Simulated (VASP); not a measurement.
# Cu in VASP: further runs

The runs below take Cu through single point, with LDA.

Everything below comes from runs of VASP 6.6.1. Logs are shortened: lines on timing, memory, paths and dates and some standing lists are left out, and cuts for length are marked.

### 1 The cell of the first run

The cell holds a slab with vacuum, 6 atoms: a = 2.504 Å, b = 2.504 Å, c = 24.576 Å, α = 90.00°, β = 90.00°, γ = 120.00°.

### 2 Single point, LDA

File INCAR:

```
ALGO     = Normal         # electronic algorithm
EDIFF    = 1E-6           # SCF threshold, eV
ENCUT    = 520            # plane-wave cutoff, eV
GGA      = CA             # functional
ISIF     = 2              # what is computed and relaxed
ISMEAR   = 1              # smearing method
LASPH    = True           # aspherical terms in the spheres
LCHARG   = False          # write CHGCAR
LREAL    = False          # projectors in reciprocal space
LWAVE    = False          # write WAVECAR
NBANDS   = 42             # bands
NELM     = 60             # most SCF steps
PREC     = Accurate       # precision mode
SIGMA    = 0.3            # smearing width, eV
```

File KPOINTS:

```
k-points
0
Gamma
  12 12 1
```

File POSCAR:

```
Cu
1.0
    2.5036580000      0.0000000000      0.0000000000
   -1.2518290000      2.1682320000      0.0000000000
    0.0000000000      0.0000000000     24.5755890000
Cu
6
Direct
    0.0000000000      0.0000000000      0.3737640000
    0.6666666667      0.3333333333      0.2896140000
    0.3333333333      0.6666666667      0.4579910000
    0.0000000000      0.0000000000      0.6262360000
    0.6666666667      0.3333333333      0.5420090000
    0.3333333333      0.6666666667      0.7103860000
```

Potentials or basis: VASP PAW LDA potentials, release 64 (Cu).

The run is started by

```
$ cat potpaw_LDA.64/Cu/POTCAR > POTCAR
$ mpirun -np 1 vasp_std > vasp.out
```

OUTCAR:

```text
EDIFF = 1E-6
   ENCUT = 520
   GGA = CA
   ISIF = 2
   ISMEAR = 1
   LASPH = True
   LREAL = False
   NELM = 60
   PREC = Accurate

 ion  position               nearest neighbor table
   1  0.000  0.000  0.374-   2 2.52   2 2.52   2 2.52   3 2.52   3 2.52   3 2.52
   2  0.667  0.333  0.290-   1 2.52   1 2.52   1 2.52
   3  0.333  0.667  0.458-   5 2.52   5 2.52   5 2.52   1 2.52   1 2.52   1 2.52
   4  0.000  0.000  0.626-   6 2.52   6 2.52   6 2.52   5 2.52   5 2.52   5 2.52
   5  0.667  0.333  0.542-   3 2.52   3 2.52   3 2.52   4 2.52   4 2.52   4 2.52
   6  0.333  0.667  0.710-   4 2.52   4 2.52   4 2.52

  LATTYP: Found a hexagonal cell.
 ALAT       =     2.5036580000
 C/A-ratio  =     9.8158730146

  Lattice vectors:

 A1 = (   2.5036580000,   0.0000000000,   0.0000000000)
 A2 = (  -1.2518290000,   2.1682320000,   0.0000000000)
 A3 = (   0.0000000000,   0.0000000000,  24.5755890000)

Analysis of symmetry for initial positions (statically):
=====================================================================
 Subroutine PRICEL returns:
 Original cell was already a primitive cell.

 Routine SETGRP: Setting up the symmetry group for a
 hexagonal supercell.

 Subroutine GETGRP returns: Found 12 space group operations
 (whereof 12 operations were pure point group operations)
 out of a pool of 24 trial point group operations.

The static configuration has the point symmetry D_3d.

Analysis of symmetry for dynamics (positions and initial velocities):
=====================================================================
 Subroutine PRICEL returns:
 Original cell was already a primitive cell.

 Routine SETGRP: Setting up the symmetry group for a
 hexagonal supercell.

 Subroutine GETGRP returns: Found 12 space group operations
 (whereof 12 operations were pure point group operations)
 out of a pool of 24 trial point group operations.

The dynamic configuration has the point symmetry D_3d.

 Subroutine INISYM returns: Found 12 space group operations
 (whereof 12 operations are pure point group operations),
 and found     1 'primitive' translations

----------------------------------------------------------------------------------------

[... 92 lines left out ...]
   ENCUT  =  520.0 eV  38.22 Ry    6.18 a.u.   4.66  4.66 45.69*2*pi/ulx,y,z
   NELM   =     60;   NELMIN=  2; NELMDL= -5     # of ELM steps
   EDIFF  = 0.1E-05   stopping-criterion for ELM
   LREAL  =      F    real-space projection
   EDIFFG = 0.1E-04   stopping-criterion for IOM
   NSW    =      0    number of steps for IOM
   IBRION =     -1    ionic relax: 0-MD 1-quasi-New 2-CG
   NFREE  =      0    steps in history (QN), initial steepest desc. (CG)
   ISIF   =      2    stress and relaxation
   ISYM   =      2    0-nonsym 1-usesym 2-fastsym
   POTIM  = 0.5000    time-step for ionic-motion
   TEBEG  =    0.0;   TEEND  =   0.0 temperature during run
   PSTRESS=    0.0 pullay stress
   NELECT =      66.0000    total number of electrons
   NUPDOWN=      -1.0000    fix difference up-down
   EMIN   =  10.00;   EMAX   =-10.00  energy-range for DOS
   EFERMI =   0.00;   METHOD = LEGACY
   ISMEAR =     1;   SIGMA  =   0.30  broadening in eV -4-tet -1-fermi 0-gaus
   EFERMI_NEDOS =   21; number of points for ismear=-14 and -15
   IALGO  =     38    algorithm
   IMIX   =      4    mixing-type and parameters
     AMIX     =   0.40;   BMIX     =  1.00
     AMIX_MAG =   1.60;   BMIX_MAG =  1.00
  volume/ion in A,a.u.               =      22.23       150.05
  Fermi-wavevector in a.u.,A,eV,Ry     =   1.294776  2.446772 22.809411  1.676444
  Thomas-Fermi vector in A             =   2.426337
   LORBIT       =      0    0 simple, 1 ext, 2 COOP (PROOUT), +10 PAW based schemes
   GGA     = CA    functional components
   LHFCALC =     F    Hartree Fock is set to
   AEXX    =    0.0000 exact exchange contribution
   IVDW    =     0    specifies the selected vdW correction
   LEPSILON=     F    determine dielectric tensor
   LRPA    =     F    only Hartree local field effects (RPA)
 non-spin polarized calculation
 Methfessel and Paxton  Order N= 1 SIGMA  =   0.30
  energy-cutoff  :      520.00
  volume of cell :      133.41
 maximum number of plane-waves:      3631
 NGX is ok and might be reduce to    20
   NGX =  9   NGY =  9   NGZ = 91

 number of electron      66.0000022 magnetization

 Free energy of the ion-electron system (eV)
  ---------------------------------------------------
  ext. energy  EPLUGINS =         0.00000000
  ---------------------------------------------------
  free energy    TOTEN  =       -26.98212835 eV

  energy without entropy =      -26.96820127  energy(sigma->0) =      -26.97748599

 E-fermi :   1.5670     XC(G=0):  -7.5523

 val. band max:        1.3763949111   @ k =   0.2500  -0.0000   0.0000
 cond. band min:       1.5870528115   @ k =   0.3333   0.1667   0.0000
 fundamental gap:      0.2106579004
 Fermi energy:         1.5669903580

 k-point     1 :       0.0000    0.0000    0.0000
  band No.  band energies     occupation
      1      -7.9725      2.00000
      2      -7.3354      2.00000
      3      -6.3215      2.00000
      4      -5.1350      2.00000
      5      -4.2337      2.00000
      6      -3.9219      2.00000
[... 844 lines left out ...]
     41       8.0951      0.00000
     42       8.0951      0.00000

------------------------ aborting loop because EDIFF is reached ----------------------------------------

  FORCE on cell =-STRESS in cart. coord.  units (eV):
  Direction    XX          YY          ZZ          XY          YZ          ZX
  --------------------------------------------------------------------------------------
  -------------------------------------------------------------------------------------
  Total       -2.9022218     -2.9022233     -2.9071647      0.0000000      0.0000000      0.0000000
  in kB      -34.8543104    -34.8543287    -34.9136718      0.0000000      0.0000000      0.0000000
  external PRESSURE =     -34.8741037 kB  Pullay stress =       0.0000000 kB

 VOLUME and BASIS-vectors are now :
 -----------------------------------------------------------------------------
  energy-cutoff  :      520.00
  volume of cell :      133.41
      direct lattice vectors                 reciprocal lattice vectors
     2.503658000  0.000000000  0.000000000     0.399415575  0.230602629  0.000000000
    -1.251829000  2.168232000  0.000000000     0.000000000  0.461205258  0.000000000
     0.000000000  0.000000000 24.575589000     0.000000000  0.000000000  0.040690785

 POSITION                                       TOTAL-FORCE (eV/Angst)
 -----------------------------------------------------------------------------------
      0.00000      0.00000      9.18547         0.000000      0.000000     -0.007173
      1.25183      0.72274      7.11743         0.000000      0.000000      0.287518
     -0.00000      1.44549     11.25540         0.000000      0.000000     -0.025054
      0.00000      0.00000     15.39012         0.000000     -0.000000      0.007173
      1.25183      0.72274     13.32019         0.000000      0.000000      0.025054
     -0.00000      1.44549     17.45815        -0.000000      0.000000     -0.287518
 -----------------------------------------------------------------------------------
    total drift:                               -0.000000      0.000000      0.000000

  FREE ENERGIE OF THE ION-ELECTRON SYSTEM (eV)
  ---------------------------------------------------
  free  energy   TOTEN  =       -26.9821283477 eV

  energy  without entropy=      -26.9682012737  energy(sigma->0) =      -26.97748599
```

OSZICAR:

```text
N       E                     dE             d eps       ncg     rms          rms(c)
DAV:   1     0.593790660560E+03    0.59379E+03   -0.29400E+04  1596   0.235E+03
DAV:   2     0.418432666997E+02   -0.55195E+03   -0.53282E+03  1596   0.434E+02
DAV:   3    -0.300388257964E+02   -0.71882E+02   -0.66206E+02  1648   0.210E+02
[... 16 lines left out ...]
DAV:  20    -0.269821128000E+02   -0.10050E-04   -0.18368E-06  1182   0.243E-02    0.186E-03
DAV:  21    -0.269821250354E+02   -0.12235E-04   -0.10060E-06  1050   0.216E-02    0.109E-03
DAV:  22    -0.269821261234E+02   -0.10880E-05   -0.13177E-07  1096   0.757E-03    0.481E-04
DAV:  23    -0.269821282342E+02   -0.21107E-05   -0.15917E-07  1016   0.455E-03    0.497E-04
DAV:  24    -0.269821283477E+02   -0.11349E-06   -0.32909E-08  1008   0.386E-03
   1 F= -.26982128E+02 E0= -.26977486E+02  d E =-.139271E-01
```

stdout:

```text
POSCAR found type information on POSCAR Cu
 POSCAR found :  1 types and       6 ions
 scaLAPACK will be used
 LDA part: xc-table for (Slater(with rela. corr.)+CA(PZ))
 , standard interpolation
 POSCAR, INCAR and KPOINTS ok, starting setup
 FFT: planning ... GRIDC
 FFT: planning ... GRID_SOFT
 FFT: planning ... GRID
 WAVECAR not read
 entering main loop
```

Run time: 2.7 min. Hardware: 1 thread of Intel Xeon Platinum 8488C (Sapphire Rapids), shared host; peak memory 0.24 GiB.

Results:

- Free energy: -26.9821 eV
- Largest force: 0.288 eV/Å
- Band gap on the k mesh: zero (band 33 reaches 5.12 eV, above the bottom of band 34 at -0.17 eV)

Forces in eV/Å, atoms in the order of the input:
```
Cu   0.000  0.000 -0.007
Cu   0.000  0.000  0.288
Cu   0.000  0.000 -0.025
Cu   0.000  0.000  0.007
Cu   0.000  0.000  0.025
Cu   0.000  0.000 -0.288
```

Levels at points of the mesh, in eV from the Fermi level:
```tsv
k point	band 31	band 32	band 33	band 34	band 35	band 36
(0.00, 0.00, 0.00)	-1.98	-1.80	-1.80	-1.74	-1.74	-1.04
(0.50, 0.00, 0.00)	-0.58	0.23	0.85	1.22	1.45	1.50
```

### 3 Single point, LDA

File INCAR:

```
SYSTEM = Cu
ALGO = Normal
EDIFF = 1E-6
ENCUT = 520
GGA = CA
ISIF = 2
ISMEAR = 1
LASPH = .True.
LCHARG = .True.
LELF = .True.
LREAL = .False.
LVHAR = .True.
LWAVE = .False.
NBANDS = 42
NELM = 60
PREC = Accurate
SIGMA = 0.2
```

File KPOINTS:

```
k-points
0
Gamma
  12 12 1
  0 0 0
```

POSCAR is that of step 2.

Potentials or basis: VASP PAW LDA potentials, release 64 (Cu).

The run is started by

```
$ cat potpaw_LDA.64/Cu/POTCAR > POTCAR
$ mpirun -np 1 vasp_std > vasp.out
```

Run time: 2.8 min. Hardware: 1 thread of Intel Xeon Platinum 8488C (Sapphire Rapids), shared host; peak memory 0.24 GiB.

Results (log left out):

- Free energy: -26.9769 eV
- Largest force: 0.288 eV/Å
- Band gap on the k mesh: zero (band 33 reaches 5.13 eV, above the bottom of band 34 at -0.16 eV)

Forces in eV/Å, atoms in the order of the input:
```
Cu   0.000  0.000 -0.008
Cu   0.000  0.000  0.288
Cu   0.000  0.000 -0.018
Cu   0.000  0.000  0.008
Cu   0.000  0.000  0.018
Cu   0.000  0.000 -0.288
```

Levels at points of the mesh, in eV from the Fermi level:
| k point | band 29 | band 30 | band 31 | band 32 | band 33 | band 34 | band 35 | band 36 | band 37 | band 38 |
| --- | --- | --- | --- | --- | --- | --- | --- | --- | --- | --- |
| (0.00, 0.00, 0.00) | -2.21 | -2.00 | -2.00 | -1.82 | -1.82 | -1.75 | -1.75 | -1.06 | -0.59 | 4.33 |
| (0.50, 0.00, 0.00) | -1.49 | -1.49 | -0.59 | 0.21 | 0.83 | 1.21 | 1.43 | 1.48 | 4.26 | 4.89 |

### 4 Single point, LDA

File INCAR:

```
SYSTEM = Cu
ALGO     = Normal         ! electronic algorithm
EDIFF    = 1E-6           ! SCF threshold, eV
ENCUT    = 520            ! plane-wave cutoff, eV
GGA      = CA             ! functional
ISIF     = 2              ! what is computed and relaxed
ISMEAR   = 1              ! smearing method
LASPH    = .TRUE.         ! aspherical terms in the spheres
LCHARG   = .FALSE.        ! write CHGCAR
LREAL    = .FALSE.        ! projectors in reciprocal space
LWAVE    = .FALSE.        ! write WAVECAR
NBANDS   = 42             ! bands
NELM     = 80             ! most SCF steps
PREC     = Accurate       ! precision mode
SIGMA    = 0.1            ! smearing width, eV
```

File KPOINTS:

```
k-points
0
G
  12 12 1
  0 0 0
```

POSCAR is that of step 3.

Potentials or basis: VASP PAW LDA potentials, release 64 (Cu).

The run is started by

```
$ cat potpaw_LDA.64/Cu/POTCAR > POTCAR
$ mpirun -np 1 vasp_std > vasp.out
```

OUTCAR:

```text
SYSTEM = Cu
   EDIFF = 1E-6
   ENCUT = 520
   GGA = CA
   ISIF = 2
   ISMEAR = 1
   LASPH = .TRUE.
   LREAL = .FALSE.
   NELM = 80
   PREC = Accurate

 ion  position               nearest neighbor table
   1  0.000  0.000  0.374-   2 2.52   2 2.52   2 2.52   3 2.52   3 2.52   3 2.52
   2  0.667  0.333  0.290-   1 2.52   1 2.52   1 2.52
   3  0.333  0.667  0.458-   5 2.52   5 2.52   5 2.52   1 2.52   1 2.52   1 2.52
   4  0.000  0.000  0.626-   6 2.52   6 2.52   6 2.52   5 2.52   5 2.52   5 2.52
   5  0.667  0.333  0.542-   3 2.52   3 2.52   3 2.52   4 2.52   4 2.52   4 2.52
   6  0.333  0.667  0.710-   4 2.52   4 2.52   4 2.52

  LATTYP: Found a hexagonal cell.
 ALAT       =     2.5036580000
 C/A-ratio  =     9.8158730146

  Lattice vectors:

 A1 = (   2.5036580000,   0.0000000000,   0.0000000000)
 A2 = (  -1.2518290000,   2.1682320000,   0.0000000000)
 A3 = (   0.0000000000,   0.0000000000,  24.5755890000)

Analysis of symmetry for initial positions (statically):
=====================================================================
[... 178 lines left out ...]
 cond. band min:       1.6323871477   @ k =   0.0833  -0.0000   0.0000
 fundamental gap:      0.0183636874
 Fermi energy:         1.6174310049

 k-point     1 :       0.0000    0.0000    0.0000
  band No.  band energies     occupation
      1      -7.9620      2.00000
      2      -7.3234      2.00000
      3      -6.3123      2.00000
      4      -5.1280      2.00000
      5      -4.2230      2.00000
      6      -3.9116      2.00000
[... 844 lines left out ...]
     41       8.1032      0.00000
     42       8.1032      0.00000

------------------------ aborting loop because EDIFF is reached ----------------------------------------

  FORCE on cell =-STRESS in cart. coord.  units (eV):
  Direction    XX          YY          ZZ          XY          YZ          ZX
  --------------------------------------------------------------------------------------
  -------------------------------------------------------------------------------------
  Total       -2.8321445     -2.8321460     -2.9763943     -0.0000000      0.0000000      0.0000000
  in kB      -34.0127150    -34.0127329    -35.7450874     -0.0000000      0.0000000      0.0000000
  external PRESSURE =     -34.5901784 kB  Pullay stress =       0.0000000 kB

 VOLUME and BASIS-vectors are now :
 -----------------------------------------------------------------------------
  energy-cutoff  :      520.00
  volume of cell :      133.41
      direct lattice vectors                 reciprocal lattice vectors
     2.503658000  0.000000000  0.000000000     0.399415575  0.230602629  0.000000000
    -1.251829000  2.168232000  0.000000000     0.000000000  0.461205258  0.000000000
     0.000000000  0.000000000 24.575589000     0.000000000  0.000000000  0.040690785

 POSITION                                       TOTAL-FORCE (eV/Angst)
 -----------------------------------------------------------------------------------
      0.00000      0.00000      9.18547        -0.000000      0.000000     -0.013820
      1.25183      0.72274      7.11743        -0.000000     -0.000000      0.296028
     -0.00000      1.44549     11.25540        -0.000000      0.000000     -0.018648
      0.00000      0.00000     15.39012         0.000000      0.000000      0.013820
      1.25183      0.72274     13.32019         0.000000      0.000000      0.018648
     -0.00000      1.44549     17.45815         0.000000      0.000000     -0.296028
 -----------------------------------------------------------------------------------
    total drift:                               -0.000000      0.000000      0.000000

  FREE ENERGIE OF THE ION-ELECTRON SYSTEM (eV)
  ---------------------------------------------------
  free  energy   TOTEN  =       -26.9694134656 eV

  energy  without entropy=      -26.9612475797  energy(sigma->0) =      -26.96669150
```

Run time: 2.6 min. Hardware: 1 thread of Intel Xeon Platinum 8488C (Sapphire Rapids), shared host; peak memory 0.24 GiB.

What came out:

```
Free energy            : -26.9694 eV
Largest force          : 0.296 eV/Å
Band gap on the k mesh : zero (band 33 reaches 5.13 eV, above the bottom of band 34 at -0.16 eV)
```

Forces on the atoms (eV/Å):
```
Cu   0.000  0.000 -0.014
Cu   0.000  0.000  0.296
Cu   0.000  0.000 -0.019
Cu   0.000  0.000  0.014
Cu   0.000  0.000  0.019
Cu   0.000  0.000 -0.296
```

[end of part 1 of 2]
